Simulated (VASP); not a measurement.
# Si (P6/mmm) in VASP: notebook

Runs on Si. Level: r2SCAN. Tasks: single point.

All numbers are computed with VASP 6.6.1; they aren't measurements. Logs are shortened: lines on timing, memory, paths and dates and some standing lists are left out, and cuts for length are marked.

### 1 The cell of the first run

It takes space group P6/mmm (No. 191, hexagonal). Conventional cell: a = 2.571 Å, b = 2.571 Å, c = 2.414 Å, α = 90.00°, β = 90.00°, γ = 120.00°. Within 3.2 Å of Si (site symmetry 6/mmm) lie 8 Si at 2.41 to 2.57 Å.

### 2 Single point, r2SCAN

Input file POSCAR:

```
Si
1.0
    2.5711486418      0.0000000000      0.0000000000
   -1.2855743209      2.2266800454      0.0000000000
    0.0000000000      0.0000000000      2.4144581428
Si
1
Direct
    0.0000000000      0.0000000000      0.0000000000
```

Input file INCAR.step1:

```
SYSTEM = Si
ALGO = Normal
EDIFF = 1E-4
ENCUT = 520
GGA = PE
ISMEAR = -1
LASPH = .TRUE.
LCHARG = .FALSE.
LREAL = .FALSE.
LWAVE = .TRUE.
NBANDS = 8
NELM = 60
PREC = Accurate
SIGMA = 0.05
```

Input file INCAR.step2:

```
SYSTEM = Si
ALGO = Normal
EDIFF = 1E-7
ENCUT = 520
ISIF = 2
ISMEAR = -1
ISTART = 1
LASPH = .TRUE.
LCHARG = .FALSE.
LMIXTAU = .TRUE.
LREAL = .FALSE.
LWAVE = .FALSE.
METAGGA = R2SCAN
NBANDS = 8
NELM = 60
PREC = Accurate
SIGMA = 0.05
```

Input file KPOINTS:

```
k-points
0
G
  13 13 12
  0 0 0
```

Potentials or basis: VASP PAW PBE potentials, release 64 (Si).

Command:

```
$ cat potpaw_PBE.64/Si/POTCAR > POTCAR
$ cp INCAR.step1 INCAR
$ mpirun -np 1 vasp_std > vasp.out
$ cp INCAR.step2 INCAR
$ mpirun -np 1 vasp_std > vasp.out
```

OUTCAR:

```text
SYSTEM = Si
   EDIFF = 1E-7
   ENCUT = 520
   ISIF = 2
   ISMEAR = -1
   ISTART = 1
   LASPH = .TRUE.
   LREAL = .FALSE.
   METAGGA = R2SCAN
   NELM = 60
   PREC = Accurate

 ion  position               nearest neighbor table
   1  0.000  0.000  0.000-

  LATTYP: Found a hexagonal cell.
 ALAT       =     2.5711486418
 C/A-ratio  =     0.9390581717

  Lattice vectors:

 A1 = (   2.5711486418,   0.0000000000,   0.0000000000)
 A2 = (  -1.2855743209,   2.2266800454,   0.0000000000)
 A3 = (   0.0000000000,   0.0000000000,   2.4144581428)

Analysis of symmetry for initial positions (statically):
=====================================================================
 Subroutine PRICEL returns:
 Original cell was already a primitive cell.

 Routine SETGRP: Setting up the symmetry group for a
 hexagonal supercell.

 Subroutine GETGRP returns: Found 24 space group operations
 (whereof 24 operations were pure point group operations)
 out of a pool of 24 trial point group operations.

The static configuration has the point symmetry D_6h.

Analysis of symmetry for dynamics (positions and initial velocities):
=====================================================================
 Subroutine PRICEL returns:
 Original cell was already a primitive cell.

 Routine SETGRP: Setting up the symmetry group for a
 hexagonal supercell.

 Subroutine GETGRP returns: Found 24 space group operations
 (whereof 24 operations were pure point group operations)
 out of a pool of 24 trial point group operations.

The dynamic configuration has the point symmetry D_6h.

 Subroutine INISYM returns: Found 24 space group operations
 (whereof 24 operations are pure point group operations),
 and found     1 'primitive' translations

----------------------------------------------------------------------------------------

                                     Primitive cell

  volume of cell :      13.8231

  direct lattice vectors                    reciprocal lattice vectors
     2.571148642  0.000000000  0.000000000     0.388931229  0.224549549  0.000000000
    -1.285574321  2.226680045  0.000000000     0.000000000  0.449099098  0.000000000
     0.000000000  0.000000000  2.414458143     0.000000000  0.000000000  0.414171603

  length of vectors
     2.571148642  2.571148646  2.414458143     0.449099099  0.449099098  0.414171603

  position of ions in fractional coordinates (direct lattice)
     0.000000000  0.000000000  0.000000000

  ion indices of the primitive-cell ions
[... 71 lines left out ...]
   LASPH  =      T    aspherical Exc in radial PAW
   ENCUT  =  520.0 eV  38.22 Ry    6.18 a.u.   4.78  4.78  4.49*2*pi/ulx,y,z
   NELM   =     60;   NELMIN=  2; NELMDL=  0     # of ELM steps
   EDIFF  = 0.1E-06   stopping-criterion for ELM
   LREAL  =      F    real-space projection
   EDIFFG = 0.1E-05   stopping-criterion for IOM
   NSW    =      0    number of steps for IOM
   IBRION =     -1    ionic relax: 0-MD 1-quasi-New 2-CG
   NFREE  =      0    steps in history (QN), initial steepest desc. (CG)
   ISIF   =      2    stress and relaxation
   ISYM   =      2    0-nonsym 1-usesym 2-fastsym
   POTIM  = 0.5000    time-step for ionic-motion
   TEBEG  =    0.0;   TEEND  =   0.0 temperature during run
   PSTRESS=    0.0 pullay stress
   NELECT =       4.0000    total number of electrons
   NUPDOWN=      -1.0000    fix difference up-down
   EMIN   =  10.00;   EMAX   =-10.00  energy-range for DOS
   EFERMI =   0.00;   METHOD = LEGACY
   ISMEAR =    -1;   SIGMA  =   0.05  broadening in eV -4-tet -1-fermi 0-gaus
   EFERMI_NEDOS =   21; number of points for ismear=-14 and -15
   IALGO  =     38    algorithm
   IMIX   =      4    mixing-type and parameters
     AMIX     =   0.40;   BMIX     =  1.00
     AMIX_MAG =   1.60;   BMIX_MAG =  1.00
  volume/ion in A,a.u.               =      13.82        93.28
  Fermi-wavevector in a.u.,A,eV,Ry     =   1.082829  2.046250 15.953089  1.172519
  Thomas-Fermi vector in A             =   2.218880
   LORBIT       =      0    0 simple, 1 ext, 2 COOP (PROOUT), +10 PAW based schemes
   METAGGA = R2SCAN    functional components
   LHFCALC =     F    Hartree Fock is set to
   AEXX    =    0.0000 exact exchange contribution
   IVDW    =     0    specifies the selected vdW correction
   LEPSILON=     F    determine dielectric tensor
   LRPA    =     F    only Hartree local field effects (RPA)
 non-spin polarized calculation
  energy-cutoff  :      520.00
  volume of cell :       13.82
 maximum number of plane-waves:       393
 NGX is ok and might be reduce to    20
   NGX =  9   NGY =  9   NGZ =  9

 number of electron       4.0000000 magnetization

 Free energy of the ion-electron system (eV)
  ---------------------------------------------------
  ext. energy  EPLUGINS =         0.00000000
  ---------------------------------------------------
  free energy    TOTEN  =        -8.29393383 eV

  energy without entropy =       -8.29002219  energy(sigma->0) =       -8.29197801

 E-fermi :  10.5283     XC(G=0): -11.9352

 val. band max:       10.4880928219   @ k =   0.3846   0.0769   0.4167
 cond. band min:      10.5725243970   @ k =   0.2308   0.0769   0.2500
 fundamental gap:      0.0844315751
 Fermi energy:        10.5283121541

 k-point     1 :       0.0000    0.0000    0.0000
  band No.  band energies     occupation
      1      -4.9877      2.00000
      2      18.4448      0.00000
      3      19.4536      0.00000
      4      22.2292      0.00000
      5      22.2292      0.00000
      6      23.7394      0.00000
      7      23.7394      0.00000
      8      29.5850      0.00000
[... 243 lines left out ...]
 k-point    24 :       0.1538    0.0000    0.0833
  band No.  band energies     occupation
      1      -4.0784      2.00000
      2      14.9513      0.00000
      3      17.5824      0.00000
      4      19.5806      0.00000
      5      21.6516      0.00000
      6      25.5750      0.00000
      7      27.9175      0.00000
      8      33.9284      0.00000

 [... further k-points ...]
[... 5 lines left out ...]
  --------------------------------------------------------------------------------------
  -------------------------------------------------------------------------------------
  Total        0.7372734      0.7372734      1.1413630      0.0000000     -0.0000000      0.0000000
  in kB       85.4544041     85.4544044    132.2908186      0.0000000     -0.0000000      0.0000000
  external PRESSURE =     101.0665424 kB  Pullay stress =       0.0000000 kB

 VOLUME and BASIS-vectors are now :
 -----------------------------------------------------------------------------
  energy-cutoff  :      520.00
  volume of cell :       13.82
      direct lattice vectors                 reciprocal lattice vectors
     2.571148642  0.000000000  0.000000000     0.388931229  0.224549549  0.000000000
    -1.285574321  2.226680045  0.000000000     0.000000000  0.449099098  0.000000000
     0.000000000  0.000000000  2.414458143     0.000000000  0.000000000  0.414171603

 POSITION                                       TOTAL-FORCE (eV/Angst)
 -----------------------------------------------------------------------------------
      0.00000      0.00000      0.00000        -0.000000      0.000000      0.000000
 -----------------------------------------------------------------------------------
    total drift:                               -0.000000     -0.000000      0.000000

  FREE ENERGIE OF THE ION-ELECTRON SYSTEM (eV)
  ---------------------------------------------------
  free  energy   TOTEN  =        -8.2939338313 eV

  energy  without entropy=       -8.2900221936  energy(sigma->0) =       -8.29197801
```

OUTCAR.step1:

```text
SYSTEM = Si
   EDIFF = 1E-4
   ENCUT = 520
   GGA = PE
   ISMEAR = -1
   LASPH = .TRUE.
   LREAL = .FALSE.
[... 481 lines left out ...]
 -----------------------------------------------------------------------------------
      0.00000      0.00000      0.00000         0.000000      0.000000      0.000000
 -----------------------------------------------------------------------------------
    total drift:                               -0.000000      0.000000      0.000000

  FREE ENERGIE OF THE ION-ELECTRON SYSTEM (eV)
  ---------------------------------------------------
  free  energy   TOTEN  =        -5.0745200137 eV

  energy  without entropy=       -5.0707285291  energy(sigma->0) =       -5.07262427
```

Wall time 19 s (1 thread of Intel Xeon 6975P-C (Granite Rapids), shared host); peak memory 0.12 GiB.

Results:

| Quantity | Value |
| --- | --- |
| Free energy | -8.2939 eV |
| Pressure | 10.1 GPa |
| Band gap on the k mesh | zero (band 2 reaches 18.44 eV, above the bottom of band 3 at 6.13 eV) |

Caveat: the PAW data sets were made with another functional, which shifts forces and pressure a little.

### 3 Single point, r2SCAN

This run uses another cell than the first one, of 14.17 Å³/atom, 1.025 times its volume.

Input file POSCAR:

```
Si
1.0
    2.5926655304      0.0000000000      0.0000000000
   -1.2963327652      2.2453142176      0.0000000000
    0.0000000000      0.0000000000      2.4346637529
Si
1
Direct
    0.0000000000      0.0000000000      0.0000000000
```

Input file INCAR.step1:

```
SYSTEM = Si
ALGO     = Normal         ! electronic algorithm
EDIFF    = 1E-4           ! SCF threshold, eV
ENCUT    = 520            ! plane-wave cutoff, eV
GGA      = PE             ! functional
ISMEAR   = -1             ! smearing method
LASPH    = .True.         ! aspherical terms in the spheres
LCHARG   = .False.        ! write CHGCAR
LREAL    = .False.        ! projectors in reciprocal space
LWAVE    = .True.         ! write WAVECAR
NBANDS   = 8              ! bands
NELM     = 60             ! most SCF steps
PREC     = Accurate       ! precision mode
SIGMA    = 0.05           ! smearing width, eV
```

Input file INCAR.step2:

```
SYSTEM = Si
ALGO     = Normal         ! electronic algorithm
EDIFF    = 1E-7           ! SCF threshold, eV
ENCUT    = 520            ! plane-wave cutoff, eV
ISIF     = 2              ! what is computed and relaxed
ISMEAR   = -1             ! smearing method
ISTART   = 1            
LASPH    = .True.         ! aspherical terms in the spheres
LCHARG   = .True.         ! write CHGCAR
LELF     = .True.         ! ELF
LMIXTAU  = .True.       
LREAL    = .False.        ! projectors in reciprocal space
LVHAR    = .True.       
LWAVE    = .False.        ! write WAVECAR
METAGGA  = R2SCAN         ! meta-GGA
NBANDS   = 8              ! bands
NELM     = 60             ! most SCF steps
PREC     = Accurate       ! precision mode
SIGMA    = 0.05           ! smearing width, eV
```

Input file KPOINTS:

```
k-points
0
Gamma
  13 13 12
  0 0 0
```

Potentials or basis: VASP PAW PBE potentials, release 64 (Si).

Command:

```
$ cat potpaw_PBE.64/Si/POTCAR > POTCAR
$ cp INCAR.step1 INCAR
$ mpirun -np 1 vasp_std > vasp.out
$ cp INCAR.step2 INCAR
$ mpirun -np 1 vasp_std > vasp.out
```

OUTCAR:

```text
SYSTEM = Si
   EDIFF = 1E-7
   ENCUT = 520
   ISIF = 2
   ISMEAR = -1
   ISTART = 1
   LASPH = .True.
   LREAL = .False.
   METAGGA = R2SCAN
   NELM = 60
   PREC = Accurate

 ion  position               nearest neighbor table
   1  0.000  0.000  0.000-

  LATTYP: Found a hexagonal cell.
 ALAT       =     2.5926655304
 C/A-ratio  =     0.9390581717

  Lattice vectors:

 A1 = (   2.5926655304,   0.0000000000,   0.0000000000)
 A2 = (  -1.2963327652,   2.2453142176,   0.0000000000)
 A3 = (   0.0000000000,   0.0000000000,   2.4346637529)

Analysis of symmetry for initial positions (statically):
=====================================================================
 Subroutine PRICEL returns:
 Original cell was already a primitive cell.

 Routine SETGRP: Setting up the symmetry group for a
 hexagonal supercell.

 Subroutine GETGRP returns: Found 24 space group operations
 (whereof 24 operations were pure point group operations)
 out of a pool of 24 trial point group operations.

The static configuration has the point symmetry D_6h.

Analysis of symmetry for dynamics (positions and initial velocities):
=====================================================================
 Subroutine PRICEL returns:
 Original cell was already a primitive cell.

 Routine SETGRP: Setting up the symmetry group for a
 hexagonal supercell.

 Subroutine GETGRP returns: Found 24 space group operations
 (whereof 24 operations were pure point group operations)
 out of a pool of 24 trial point group operations.

The dynamic configuration has the point symmetry D_6h.

 Subroutine INISYM returns: Found 24 space group operations
 (whereof 24 operations are pure point group operations),
 and found     1 'primitive' translations

----------------------------------------------------------------------------------------

[... 110 lines left out ...]
     AMIX_MAG =   1.60;   BMIX_MAG =  1.00
  volume/ion in A,a.u.               =      14.17        95.64
  Fermi-wavevector in a.u.,A,eV,Ry     =   1.073843  2.029268 15.689394  1.153138
  Thomas-Fermi vector in A             =   2.209654
   LORBIT       =      0    0 simple, 1 ext, 2 COOP (PROOUT), +10 PAW based schemes
   METAGGA = R2SCAN    functional components
   LHFCALC =     F    Hartree Fock is set to
   AEXX    =    0.0000 exact exchange contribution
   IVDW    =     0    specifies the selected vdW correction
   LEPSILON=     F    determine dielectric tensor
   LRPA    =     F    only Hartree local field effects (RPA)
 non-spin polarized calculation
  energy-cutoff  :      520.00
  volume of cell :       14.17
 maximum number of plane-waves:       399
 NGX is ok and might be reduce to    20
   NGX =  9   NGY =  9   NGZ =  9

 number of electron       4.0000000 magnetization

 Free energy of the ion-electron system (eV)
  ---------------------------------------------------
  ext. energy  EPLUGINS =         0.00000000
  ---------------------------------------------------
  free energy    TOTEN  =        -8.31195030 eV

  energy without entropy =       -8.30803977  energy(sigma->0) =       -8.30999503

 E-fermi :  10.1854     XC(G=0): -11.8221

 val. band max:       10.1339952296   @ k =   0.3846   0.2308   0.3333
 cond. band min:      10.2483581375   @ k =   0.2308   0.0769   0.2500
 fundamental gap:      0.1143629079
 Fermi energy:        10.1854242569

 k-point     1 :       0.0000    0.0000    0.0000
  band No.  band energies     occupation
      1      -5.0827      2.00000
      2      18.0879      0.00000
      3      18.9256      0.00000
      4      21.5916      0.00000
      5      21.5916      0.00000
      6      23.2983      0.00000
      7      23.2983      0.00000
      8      29.0913      0.00000
[... 243 lines left out ...]
 k-point    24 :       0.1538   -0.0000    0.0833
  band No.  band energies     occupation
      1      -4.1888      2.00000
      2      14.5627      0.00000
      3      17.1369      0.00000
      4      19.0615      0.00000
      5      21.1815      0.00000
      6      24.9992      0.00000
      7      27.3362      0.00000
      8      33.1983      0.00000

 [... further k-points ...]

------------------------ aborting loop because EDIFF is reached ----------------------------------------

  FORCE on cell =-STRESS in cart. coord.  units (eV):
  Direction    XX          YY          ZZ          XY          YZ          ZX
  --------------------------------------------------------------------------------------
  -------------------------------------------------------------------------------------
  Total        0.4537705      0.4537705      0.8064388      0.0000000      0.0000000      0.0000000
  in kB       51.2960895     51.2960897     91.1631640      0.0000000      0.0000000      0.0000000
  external PRESSURE =      64.5851144 kB  Pullay stress =       0.0000000 kB

 VOLUME and BASIS-vectors are now :
 -----------------------------------------------------------------------------
  energy-cutoff  :      520.00
  volume of cell :       14.17
      direct lattice vectors                 reciprocal lattice vectors
     2.592665530  0.000000000  0.000000000     0.385703435  0.222685981  0.000000000
    -1.296332765  2.245314218  0.000000000     0.000000000  0.445371963  0.000000000
     0.000000000  0.000000000  2.434663753     0.000000000  0.000000000  0.410734336

 POSITION                                       TOTAL-FORCE (eV/Angst)
 -----------------------------------------------------------------------------------
      0.00000      0.00000      0.00000        -0.000000      0.000000      0.000000
 -----------------------------------------------------------------------------------
    total drift:                               -0.000000     -0.000000      0.000000

  FREE ENERGIE OF THE ION-ELECTRON SYSTEM (eV)
  ---------------------------------------------------
  free  energy   TOTEN  =        -8.3119502954 eV

  energy  without entropy=       -8.3080397684  energy(sigma->0) =       -8.30999503
```

Run time: 20 s. Hardware: 1 thread of Intel Xeon 6975P-C (Granite Rapids), shared host; peak memory 0.13 GiB.

What came out:

| Item | Value |
| --- | --- |
| Free energy | -8.3120 eV |
| Pressure | 6.5 GPa |
| Band gap on the k mesh | zero (band 2 reaches 18.09 eV, above the bottom of band 3 at 5.92 eV) |

Caveat: the PAW data sets were made with another functional, which shifts forces and pressure a little.
